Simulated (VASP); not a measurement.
Here is a VASP 6.6.1 calculation.

The input INCAR:

```
  ALGO = Normal
  EDIFF = 1E-6
  ENCUT = 520
  GGA = PE
  ISIF = 2
  ISMEAR = -1
  IVDW = 12
  LASPH = T
  LCHARG = F
  LREAL = Auto
  LWAVE = F
  NBANDS = 71
  NELM = 100
  PREC = Accurate
  SIGMA = 0.05
```

File KPOINTS:

```
k-points
0
Gamma
  1 1 1
```

POSCAR

```
H24CO11
1.0
    6.9125170000      0.0000000000      0.0000000000
    0.0000000000      6.9125170000      0.0000000000
    0.0000000000      0.0000000000      6.9125170000
O H C
11 24 1
Direct
    0.4526715811      0.4967799718      0.2891566126
    0.9203304672      0.3743788261      0.7501175042
    0.6386675071      0.7281139417      0.6497633207
    0.9622978142      0.3566139512      0.2619740393
    0.2109361901      0.6732424673      0.6298140026
    0.6912532729      1.0470570995      0.1110015353
    0.1956016889      0.1141841676      0.4748632083
    0.1976125339      0.8978350433      0.0995295925
    0.8572275482      0.7231808616      0.9592453805
    0.7178137862      0.0376129274      0.4680350153
    0.2438475016      0.3544584411      0.8860014377
    0.3356375109      0.4591091783      0.3502052870
    0.5710076373      0.4279483146      0.3675072336
    0.8318822218      0.4617420832      0.8470865243
    1.0220589693      0.3462125301      0.8273976035
    0.6925118593      0.6783925450      0.5382554575
    0.5221252982      0.6667036045      0.6461756260
    1.0035129028      0.3067189564      0.1341913517
    0.8788694480      0.4587909151      0.2155220739
    0.2746611690      0.6365264635      0.5165412251
    0.2902126678      0.7994049056      0.6170545403
    0.7426961843      0.9819722686      0.2341549395
    0.7691409656      0.9697191341      0.0116310745
    0.2185021751      0.2067409020      0.3519123353
    0.0574899129      0.1423938632      0.4883170631
    0.1653811484      0.9198530723      0.2442380974
    0.3012940149      0.8325910808      0.1344806819
    0.7910721956      0.6909928757      0.8144500766
    0.9779071791      0.7826237534      0.9386306030
    0.7565261684     -0.0703361742      0.5069354621
    0.5831305731      0.0427051391      0.5420312167
    0.4150007877      0.1933015138      1.1075271135
    0.2487661152      0.4545088280      0.7782259342
    0.4177060252      0.1215765545      0.8784354527
    0.5312391998      0.3479485114      0.9194190770
    0.4103570378      0.2457570810      0.9415673046
```

Potentials or basis: VASP PAW PBE potentials, release 64 (O, H, C).

Launch:

```bash
$ cat potpaw_PBE.64/O/POTCAR potpaw_PBE.64/H/POTCAR potpaw_PBE.64/C/POTCAR > POTCAR
$ mpirun -np 1 vasp_gam > vasp.out
```

(1) What does it give for the pressure?

(2) Estimate the largest force.

(3) Estimate the band gap on the k mesh.

(4) What does it give for the dispersion energy per atom?

Results:

(1) 3.8 GPa.

(2) 11.817 eV/Å.

(3) 2.73 eV.

(4) -0.038 eV.

Caveat: the k points lie up to 0.91 Å⁻¹ apart; the atoms stand as in a frame of molecular dynamics.
